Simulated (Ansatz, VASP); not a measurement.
# Ru in VASP and in Ansatz

The input INCAR:

```
PREC = Accurate ; ENCUT = 600
EDIFF = 1E-6 ; ISMEAR = -1
SIGMA = 0.05 ; LREAL = F
LASPH = T ; NELM = 80
ALGO = Normal ; ISIF = 3
LWAVE = F ; LCHARG = F
GGA = PS ; IVDW = 12
IBRION = 2 ; NSW = 60
EDIFFG = -0.01
```

The input KPOINTS:

```
regular mesh
0
Gamma
  11 11 6
```

The input POSCAR:

```
Ru
1.0
    2.7058000000      0.0000000000      0.0000000000
   -1.3529000000      2.3432915376      0.0000000000
    0.0000000000      0.0000000000      4.2819000000
Ru
2
Direct
    0.6666666667      0.3333333333      0.7500000000
    0.3333333333      0.6666666667      0.2500000000
```

Contents of input.yaml:

```yaml
crystal:
  lattice:
    - [2.7058, 0.0, 0.0]
    - [-1.3529, 2.3432915376, 0.0]
    - [0.0, 0.0, 4.2819]
  atoms:
    - { symbol: Ru, position: [0.6666666667, 0.3333333333, 0.75] }
    - { symbol: Ru, position: [0.3333333333, 0.6666666667, 0.25] }
hamiltonian:
  xc: pbesol
  pseudopotentials: { kind: paw }
  dispersion: d3bj
kpoints:
  mp_grid: { grid: [11, 11, 6] }
scf:
  occupations: { method: fermi_dirac, width: 0.05 }
output:
  forces: true
  stress: true
relax:
  f_tol: 0.01
  max_steps: 40
  cell: { stress_tol: 0.05 }
```

Alike in both runs: task relaxation of cell and atoms; functional PBEsol; dispersion D3(BJ); k mesh 11 × 11 × 6; occupations fermi-dirac, width 0.05 eV; no spin polarisation.

|  | VASP | Ansatz |
| --- | --- | --- |
| version | VASP 6.6.1 | Ansatz 0.2.0 |
| potentials or method | VASP PAW PBE potentials, release 64 (Ru_pv) | Ansatz PAW |
| plane-wave cutoff (eV) | 600 | 420 |
| valence electrons in the cell | 28 | 32 |

VASP gave:

```
relaxed volume (Å³/atom)                                     : 13.04
relaxed cell length with the largest relative difference (Å) : 4.227
```

Problem. Estimate Ansatz's values.

Solution. Relaxed volume (Å³/atom): 13.04; relaxed cell length with the largest relative difference (Å): 4.228.

VASP's potentials were made for PBE, not for PBEsol. VASP's potentials hold 28 valence electrons a cell and Ansatz's 32, so a difference there can come from the potentials and not from the codes.

Noted on Ansatz's run: the plane-wave basis is chosen anew once the cell has moved, so the energies of steps on either side of that aren't comparable.
